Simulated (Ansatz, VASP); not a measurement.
# One calculation of SiO2, two programs

File POSCAR:

```
SiO2
1.0
    4.9068520210      0.0000000000      0.0000000000
    0.0000000000      4.9068520210      0.0000000000
    0.0000000000      0.0000000000      6.8168880461
Si O
4 8
Direct
    0.1905876465      0.1905876465      0.0000000000
    0.3094123535      0.6905876465      0.7500000000
    0.6905876465      0.3094123535      0.2500000000
    0.8094123535      0.8094123535      0.5000000000
    0.6231688598      0.7353632085      0.6876908232
    0.3768311402      0.2646367915      0.1876908232
    0.7353632085      0.6231688598      0.3123091768
    0.2353632085      0.8768311402      0.9376908232
    0.2646367915      0.3768311402      0.8123091768
    0.1231688598      0.7646367915      0.5623091768
    0.8768311402      0.2353632085      0.0623091768
    0.7646367915      0.1231688598      0.4376908232
```

File INCAR.step1:

```
SYSTEM = SiO2
ALGO = Normal ; EDIFF = 1E-4
ENCUT = 520 ; GGA = PE
ISMEAR = 0 ; LASPH = .TRUE.
LCHARG = .FALSE. ; LREAL = .FALSE.
LWAVE = .TRUE. ; NBANDS = 44
NELM = 60 ; PREC = Accurate
SIGMA = 0.02
```

File INCAR.step2:

```
SYSTEM = SiO2
ALGO = Normal ; EDIFF = 1E-7
ENCUT = 520 ; ISIF = 2
ISMEAR = 0 ; ISTART = 1
LASPH = .TRUE. ; LCHARG = .FALSE.
LMIXTAU = .TRUE. ; LREAL = .FALSE.
LWAVE = .FALSE. ; METAGGA = R2SCAN
NBANDS = 44 ; NELM = 60
PREC = Accurate ; SIGMA = 0.02
```

The input KPOINTS:

```
k-points
0
G
  6 6 4
  0 0 0
```

Input for Ansatz:

```yaml
crystal:
  lattice:
    - [4.906852021, 0.0, 0.0]
    - [0.0, 4.906852021, 0.0]
    - [0.0, 0.0, 6.8168880461]
  atoms:
    - { symbol: Si, position: [0.1905876465, 0.1905876465, 0.0] }
    - { symbol: Si, position: [0.3094123535, 0.6905876465, 0.75] }
    - { symbol: Si, position: [0.6905876465, 0.3094123535, 0.25] }
    - { symbol: Si, position: [0.8094123535, 0.8094123535, 0.5] }
    - { symbol: O, position: [0.6231688598, 0.7353632085, 0.6876908232] }
    - { symbol: O, position: [0.3768311402, 0.2646367915, 0.1876908232] }
    - { symbol: O, position: [0.7353632085, 0.6231688598, 0.3123091768] }
    - { symbol: O, position: [0.2353632085, 0.8768311402, 0.9376908232] }
    - { symbol: O, position: [0.2646367915, 0.3768311402, 0.8123091768] }
    - { symbol: O, position: [0.1231688598, 0.7646367915, 0.5623091768] }
    - { symbol: O, position: [0.8768311402, 0.2353632085, 0.0623091768] }
    - { symbol: O, position: [0.7646367915, 0.1231688598, 0.4376908232] }
basis:
  ecutwfc: 500
kpoints:
  mp_grid: { grid: [6, 6, 4] }
  band_path: { path: [VBM, CBM], npoints: 2 }
hamiltonian:
  xc: r2scan
scf:
  occupations: { method: gaussian, width: 0.02 }
output:
  forces: true
  stress: true
  eigenvalues: true
checkpoint:
  read: start.run
  write: ck
  compress: false
  write_wavefunctions: false
  write_every: 100000
```

Alike in both runs: task single point; functional r2SCAN; k mesh 6 × 6 × 4; occupations gaussian, width 0.02 eV; no spin polarisation.

```csv
,VASP,Ansatz
version,VASP 6.6.1,Ansatz 0.2.0
potentials or method,"VASP PAW PBE potentials, release 64 (Si, O), cutoff 520 eV","scalar-relativistic, plane waves, PAW"
valence electrons in the cell,64,64
```

```csv
,VASP,Ansatz,Ansatz less VASP
gap on the k mesh at the Fermi level (eV),6.45,6.44,-0.002
least direct gap on the mesh (eV),6.45,6.44,-0.002
pressure (GPa),1.0,0.8,-0.22
"traceless stress, the component that is largest in VASP (GPa)",-0.30,-0.27,+0.031
rms of the force components (eV/Å),0.010,0.000,-0.0103
```

VASP's potentials were made for PBE, not for r2SCAN. Atom by atom the forces differ by 0.010 eV/Å (rms over components).
